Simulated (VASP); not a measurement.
# In3As (Pm-3m) in VASP: settings compared, part 2 of 2

VASP 6.6.1.

## 4. Single point, RPBE

This run uses another cell than the first one, of 26.46 Å³/atom.

INCAR

```
SYSTEM = In3As
PREC = Accurate ; ENCUT = 520
EDIFF = 1E-6 ; ISMEAR = -1
SIGMA = 0.01 ; LREAL = .False.
LASPH = .True. ; NELM = 60
ALGO = Normal ; ISIF = 2
LWAVE = .False. ; LCHARG = .False.
GGA = RP ; NBANDS = 30
```

KPOINTS

```
regular mesh
0
Gamma
  4 4 4
  0 0 0
```

POSCAR

```
In3As
1.0
    4.7300912290      0.0000000000      0.0000000000
    0.0000000000      4.7300912290      0.0000000000
    0.0000000000      0.0000000000      4.7300912290
In As
3 1
Direct
    0.0000000000      0.5000000000      0.5000000000
    0.5000000000      0.0000000000      0.5000000000
    0.5000000000      0.5000000000      0.0000000000
    0.0000000000      0.0000000000      0.0000000000
```

Potentials or basis: VASP PAW PBE potentials, release 64 (In_d, As).

On the command line:

```console
cat potpaw_PBE.64/In_d/POTCAR potpaw_PBE.64/As/POTCAR > POTCAR
mpirun -np 1 vasp_std > vasp.out
```

OUTCAR:

```text
SYSTEM = In3As
   PREC = Accurate
   ENCUT = 520
   EDIFF = 1E-6
   ISMEAR = -1
   LREAL = .False.
   LASPH = .True.
   NELM = 60
   ISIF = 2
   GGA = RP

 ion  position               nearest neighbor table
   1  0.000  0.500  0.500-   2 3.34   3 3.34   4 3.34   3 3.34   4 3.34   2 3.34   4 3.34   4 3.34
                             2 3.34   3 3.34   3 3.34   2 3.34
   2  0.500  0.000  0.500-   1 3.34   3 3.34   4 3.34   3 3.34   4 3.34   1 3.34   3 3.34   3 3.34
                             1 3.34   4 3.34   4 3.34   1 3.34
   3  0.500  0.500  0.000-   1 3.34   2 3.34   4 3.34   1 3.34   2 3.34   2 3.34   4 3.34   2 3.34
                             1 3.34   4 3.34   1 3.34   4 3.34
   4  0.000  0.000  0.000-   1 3.34   2 3.34   3 3.34   1 3.34   2 3.34   1 3.34   3 3.34   1 3.34
                             2 3.34   3 3.34   2 3.34   3 3.34

  LATTYP: Found a simple cubic cell.
 ALAT       =     4.7300912290

  Lattice vectors:

 A1 = (   4.7300912290,   0.0000000000,   0.0000000000)
 A2 = (   0.0000000000,   4.7300912290,   0.0000000000)
 A3 = (   0.0000000000,   0.0000000000,   4.7300912290)

Analysis of symmetry for initial positions (statically):
=====================================================================
 Subroutine PRICEL returns:
 Original cell was already a primitive cell.

 Routine SETGRP: Setting up the symmetry group for a
 simple cubic supercell.

 Subroutine GETGRP returns: Found 48 space group operations
 (whereof 48 operations were pure point group operations)
 out of a pool of 48 trial point group operations.

The static configuration has the point symmetry O_h .

Analysis of symmetry for dynamics (positions and initial velocities):
=====================================================================
 Subroutine PRICEL returns:
 Original cell was already a primitive cell.

[... 111 lines left out ...]
   ISMEAR =    -1;   SIGMA  =   0.01  broadening in eV -4-tet -1-fermi 0-gaus
   EFERMI_NEDOS =   21; number of points for ismear=-14 and -15
   IALGO  =     38    algorithm
   IMIX   =      4    mixing-type and parameters
     AMIX     =   0.40;   BMIX     =  1.00
     AMIX_MAG =   1.60;   BMIX_MAG =  1.00
  volume/ion in A,a.u.               =      26.46       178.54
  Fermi-wavevector in a.u.,A,eV,Ry     =   1.221864  2.308988 20.312840  1.492952
  Thomas-Fermi vector in A             =   2.357031
   LORBIT       =      0    0 simple, 1 ext, 2 COOP (PROOUT), +10 PAW based schemes
   GGA     = RP    functional components
   LHFCALC =     F    Hartree Fock is set to
   AEXX    =    0.0000 exact exchange contribution
   IVDW    =     0    specifies the selected vdW correction
   LEPSILON=     F    determine dielectric tensor
   LRPA    =     F    only Hartree local field effects (RPA)
 non-spin polarized calculation
  energy-cutoff  :      520.00
  volume of cell :      105.83
 maximum number of plane-waves:      2897
 NGX is ok and might be reduce to    36
   NGX = 17   NGY = 17   NGZ = 17

 number of electron      44.0000040 magnetization

 Free energy of the ion-electron system (eV)
  ---------------------------------------------------
  ext. energy  EPLUGINS =         0.00000000
  ---------------------------------------------------
  free energy    TOTEN  =       -10.53773264 eV

  energy without entropy =      -10.53573865  energy(sigma->0) =      -10.53673564

 E-fermi :   6.6358     XC(G=0):  -9.8847

 val. band max:        6.5806452568   @ k =   0.2500   0.0000   0.0000
 cond. band min:       6.6536798340   @ k =   0.2500   0.2500   0.0000
 fundamental gap:      0.0730345773
 Fermi energy:         6.6358065424

 k-point     1 :       0.0000    0.0000    0.0000
  band No.  band energies     occupation
      1      -8.3521      2.00000
      2      -8.3468      2.00000
      3      -8.3468      2.00000
      4      -8.3468      2.00000
      5      -8.1895      2.00000
      6      -8.1895      2.00000
[... 319 lines left out ...]
     29      15.2533      0.00000
     30      15.2534      0.00000

------------------------ aborting loop because EDIFF is reached ----------------------------------------

  FORCE on cell =-STRESS in cart. coord.  units (eV):
  Direction    XX          YY          ZZ          XY          YZ          ZX
  --------------------------------------------------------------------------------------
  -------------------------------------------------------------------------------------
  Total       -0.0175971     -0.0175971     -0.0175971     -0.0000000     -0.0000000     -0.0000000
  in kB       -0.2664058     -0.2664058     -0.2664058     -0.0000000     -0.0000000     -0.0000000
  external PRESSURE =      -0.2664058 kB  Pullay stress =       0.0000000 kB

 VOLUME and BASIS-vectors are now :
 -----------------------------------------------------------------------------
  energy-cutoff  :      520.00
  volume of cell :      105.83
      direct lattice vectors                 reciprocal lattice vectors
     4.730091229  0.000000000  0.000000000     0.211412413  0.000000000  0.000000000
     0.000000000  4.730091229  0.000000000     0.000000000  0.211412413  0.000000000
     0.000000000  0.000000000  4.730091229     0.000000000  0.000000000  0.211412413

 POSITION                                       TOTAL-FORCE (eV/Angst)
 -----------------------------------------------------------------------------------
      0.00000      2.36505      2.36505         0.000000      0.000000      0.000000
      2.36505      0.00000      2.36505         0.000000      0.000000      0.000000
      2.36505      2.36505      0.00000         0.000000      0.000000      0.000000
      0.00000      0.00000      0.00000         0.000000      0.000000      0.000000
 -----------------------------------------------------------------------------------
    total drift:                                0.000000      0.000000      0.000000

  FREE ENERGIE OF THE ION-ELECTRON SYSTEM (eV)
  ---------------------------------------------------
  free  energy   TOTEN  =       -10.5377326381 eV

  energy  without entropy=      -10.5357386499  energy(sigma->0) =      -10.53673564
```

OSZICAR:

```text
N       E                     dE             d eps       ncg     rms          rms(c)
DAV:   1     0.401559077093E+03    0.40156E+03   -0.21201E+04   600   0.190E+03
DAV:   2     0.270651542721E+02   -0.37449E+03   -0.36729E+03   600   0.450E+02
DAV:   3    -0.919641192482E+01   -0.36262E+02   -0.35347E+02   738   0.156E+02
DAV:   4    -0.106752076267E+02   -0.14788E+01   -0.14552E+01   704   0.332E+01
DAV:   5    -0.107442649769E+02   -0.69057E-01   -0.69049E-01   836   0.606E+00    0.399E+00
DAV:   6    -0.105458077062E+02    0.19846E+00   -0.88216E-01   782   0.597E+00    0.222E+00
DAV:   7    -0.105409261484E+02    0.48816E-02   -0.71348E-02   738   0.143E+00    0.104E+00
DAV:   8    -0.105379700562E+02    0.29561E-02   -0.16557E-02   758   0.656E-01    0.192E-01
DAV:   9    -0.105376430680E+02    0.32699E-03   -0.29001E-03   780   0.262E-01    0.734E-02
DAV:  10    -0.105377347726E+02   -0.91705E-04   -0.37646E-04   786   0.149E-01    0.258E-02
DAV:  11    -0.105377356454E+02   -0.87285E-06   -0.72667E-05   822   0.342E-02    0.119E-02
DAV:  12    -0.105377337476E+02    0.18979E-05   -0.95648E-06   666   0.239E-02    0.671E-03
DAV:  13    -0.105377326858E+02    0.10618E-05   -0.36315E-06   578   0.672E-03    0.260E-03
DAV:  14    -0.105377326381E+02    0.47686E-07   -0.79932E-07   462   0.373E-03
   1 F= -.10537733E+02 E0= -.10536736E+02  d E =-.199399E-02
```

stdout:

```text
POSCAR found type information on POSCAR InAs
 POSCAR found :  2 types and       4 ions
 scaLAPACK will be used
 -----------------------------------------------------------------------------
|                                                                             |
|                                                                             |
|     You enforced a specific xc type in the INCAR file but a different       |
|     I HOPE YOU KNOW WHAT YOU ARE DOING!                                     |
|                                                                             |
 -----------------------------------------------------------------------------

 LDA part: xc-table for (Slater+PW92), standard interpolation
 POSCAR, INCAR and KPOINTS ok, starting setup
 FFT: planning ... GRIDC
 FFT: planning ... GRID_SOFT
 FFT: planning ... GRID
 WAVECAR not read
 entering main loop
```

Run time: 56 s. Hardware: 1 thread of Intel Xeon 8259CL, shared host; peak memory 0.21 GiB.

What came out:

```
Free energy            : -10.5377 eV
Pressure               : 0.0 GPa
Band gap on the k mesh : zero (bands 22 and 23 overlap by 3.60 eV)
```

Caveat: the PAW data sets were made with another functional, which shifts forces and pressure a little; spin-orbit coupling is left out, which moves the levels of the heavy elements.

## 5. Single point, r2SCAN+D4

This run uses another cell than the first one, of 24.26 Å³/atom.

POSCAR

```
In3As
1.0
    4.5954567764      0.0000000000      0.0000000000
    0.0000000000      4.5954567764      0.0000000000
    0.0000000000      0.0000000000      4.5954567764
In As
3 1
Direct
    0.0000000000      0.5000000000      0.5000000000
    0.5000000000      0.0000000000      0.5000000000
    0.5000000000      0.5000000000      0.0000000000
    0.0000000000      0.0000000000      0.0000000000
```

INCAR.step1

```
ALGO = Normal
EDIFF = 1E-4
ENCUT = 520
GGA = PE
ISMEAR = -1
LASPH = True
LCHARG = False
LREAL = False
LWAVE = True
NBANDS = 30
NELM = 80
PREC = Accurate
SIGMA = 0.01
```

INCAR.step2

```
ALGO = Normal
EDIFF = 1E-7
ENCUT = 520
ISIF = 2
ISMEAR = -1
ISTART = 1
IVDW = 13
LASPH = True
LCHARG = True
LELF = True
LMIXTAU = True
LREAL = False
LVHAR = True
LWAVE = False
METAGGA = R2SCAN
NBANDS = 30
NELM = 80
PREC = Accurate
SIGMA = 0.01
VDW_A1 = 0.51559235
VDW_A2 = 5.77342911
VDW_S6 = 1.0
VDW_S8 = 0.6018749
```

KPOINTS

```
k-points
0
Gamma
  4 4 4
```

On the command line:

```console
cat potpaw_PBE.64/In_d/POTCAR potpaw_PBE.64/As/POTCAR > POTCAR
cp INCAR.step1 INCAR
mpirun -np 1 vasp_std > vasp.out
cp INCAR.step2 INCAR
mpirun -np 1 vasp_std > vasp.out
```

Run time: 4.5 min. Hardware: 1 thread of Intel Xeon 8259CL, shared host; peak memory 0.22 GiB.

Results (log left out):

- Free energy: -82.4806 eV
- Pressure: 0.0 GPa
- Band gap on the k mesh: zero (bands 22 and 23 overlap by 4.43 eV)
- Dispersion energy per atom: -0.128 eV

Levels at points of the mesh, in eV from the Fermi level:
| k point | band 20 | band 21 | band 22 | band 23 | band 24 | band 25 |
| --- | --- | --- | --- | --- | --- | --- |
| (0.00, 0.00, 0.00) | -3.64 | -2.07 | -2.07 | 1.85 | 1.85 | 1.85 |
| (0.50, 0.00, 0.00) | -2.24 | -1.26 | -0.50 | -0.50 | -0.42 | 1.27 |
| (0.50, 0.50, 0.00) | -1.34 | -0.63 | 0.25 | 0.25 | 1.68 | 1.69 |
| (0.50, 0.50, 0.50) | -4.72 | -4.72 | -4.72 | -4.18 | 4.86 | 4.86 |

Caveat: the PAW data sets were made with another functional, which shifts forces and pressure a little; spin-orbit coupling is left out, which moves the levels of the heavy elements.

## 6. Relaxation of cell and atoms, LDA

This run uses another cell than the first one, of 25.49 Å³/atom.

INCAR

```
PREC     = Accurate       # precision mode
ENCUT    = 600            # plane-wave cutoff, eV
EDIFF    = 1E-6           # SCF threshold, eV
ISMEAR   = -1             # smearing method
SIGMA    = 0.01           # smearing width, eV
LREAL    = F              # projectors in reciprocal space
LASPH    = T              # aspherical terms in the spheres
NELM     = 100            # most SCF steps
ALGO     = Normal         # electronic algorithm
ISIF     = 3              # what is computed and relaxed
LWAVE    = F              # write WAVECAR
LCHARG   = F              # write CHGCAR
IBRION   = 2              # ionic algorithm
NSW      = 80             # ionic steps
EDIFFG   = -0.01          # ionic threshold
```

KPOINTS

```
Automatic mesh
0
Gamma
  4 4 4
```

POSCAR

```
In3As
1.0
    4.6716810000      0.0000000000      0.0000000000
    0.0000000000      4.6716810000      0.0000000000
    0.0000000000      0.0000000000      4.6716810000
In As
3 1
Direct
    0.0000000000      0.5000000000      0.5000000000
    0.5000000000      0.0000000000      0.5000000000
    0.5000000000      0.5000000000      0.0000000000
    0.0000000000      0.0000000000      0.0000000000
```

Potentials or basis: VASP PAW LDA potentials, release 64 (In_d, As).

On the command line:

```console
cat potpaw_LDA.64/In_d/POTCAR potpaw_LDA.64/As/POTCAR > POTCAR
mpirun -np 1 vasp_std > vasp.out
```

Wall time 2 min (1 thread of Intel Xeon 8259CL, shared host); peak memory 0.21 GiB.

Results (log left out):

| Quantity | Value |
| --- | --- |
| Free energy | -14.6855 eV |
| Relaxed volume | 23.07 Å³/atom |
| Relaxed cell | a = 4.519 Å, b = 4.519 Å, c = 4.519 Å, α = 90.00°, β = 90.00°, γ = 90.00° |
| Space group after relaxing (to 0.1 Å) | Pm-3m (No. 221) |
| Energy gained by relaxing | 36.8 meV/atom |
| Ionic steps | 3 |
| Pressure after relaxing | 0.0 GPa |
| Band gap on the k mesh | zero (bands 22 and 23 overlap by 4.37 eV) |

Step by step:
```tsv
step	energy change (eV)	largest force (eV/Å)	pressure (GPa)	volume (Å³)
1	0.0000	0.0000	-4.48	101.96
2	-0.1469	0.0000	0.29	91.81
3	-0.1473	0.0000	0.00	92.27
```

Final structure:
```cif
data_structure
_symmetry_space_group_name_H-M 'P 1'
_symmetry_Int_Tables_number 1
_cell_length_a 4.5187
_cell_length_b 4.5187
_cell_length_c 4.5187
_cell_angle_alpha 90.000
_cell_angle_beta 90.000
_cell_angle_gamma 90.000
_cell_volume 92.27
loop_
_atom_site_label
_atom_site_type_symbol
_atom_site_fract_x
_atom_site_fract_y
_atom_site_fract_z
_atom_site_occupancy
In1 In 0.00000 0.50000 0.50000 1
In2 In 0.50000 0.00000 0.50000 1
In3 In 0.50000 0.50000 0.00000 1
As1 As 0.00000 0.00000 0.00000 1
```

Levels at points of the mesh, in eV from the Fermi level:
| k point | band 20 | band 21 | band 22 | band 23 | band 24 | band 25 |
| --- | --- | --- | --- | --- | --- | --- |
| (0.00, 0.00, 0.00) | -3.64 | -2.18 | -2.18 | 1.78 | 1.78 | 1.78 |
| (0.50, 0.00, 0.00) | -2.19 | -1.36 | -0.58 | -0.58 | -0.38 | 0.98 |
| (0.50, 0.50, 0.00) | -1.25 | -0.85 | 0.22 | 0.22 | 1.54 | 1.54 |
| (0.50, 0.50, 0.50) | -4.73 | -4.73 | -4.73 | -4.15 | 4.72 | 4.72 |

Caveat: spin-orbit coupling is left out, which moves the levels of the heavy elements.

## 7. Overview

```csv
task,level,potentials or basis,cell,cutoff (eV),gap on the mesh (eV),pressure (GPa)
single point,LDA,"VASP PAW LDA potentials, release 64 (In_d, As)","a = 4.515 Å, 4 atoms",520,none,0.1
single point,revPBE+D3(BJ),"VASP PAW PBE potentials, release 64 (In_d, As)","a = 4.568 Å, 4 atoms",520,none,-0.1
single point,RPBE,"VASP PAW PBE potentials, release 64 (In_d, As)","a = 4.730 Å, 4 atoms",520,none,0.0
single point,r2SCAN+D4,"VASP PAW PBE potentials, release 64 (In_d, As)","a = 4.595 Å, 4 atoms",520,none,0.0
relaxation of cell and atoms,LDA,"VASP PAW LDA potentials, release 64 (In_d, As)","relaxed from a = 4.672 Å, 4 atoms",600,none,0.0
```

Alike in all rows: no spin polarisation; k mesh 4 × 4 × 4; smearing fermi-dirac 0.01 eV.

Caveats: spin-orbit coupling is left out, which moves the levels of the heavy elements; the PAW data sets were made with another functional, which shifts forces and pressure a little (at least some runs).

Total energies depend on the potentials used, so only differences within one code and one set of settings carry meaning.

The gap in the log of VASP goes by the Fermi energy; the results here count the filled bands.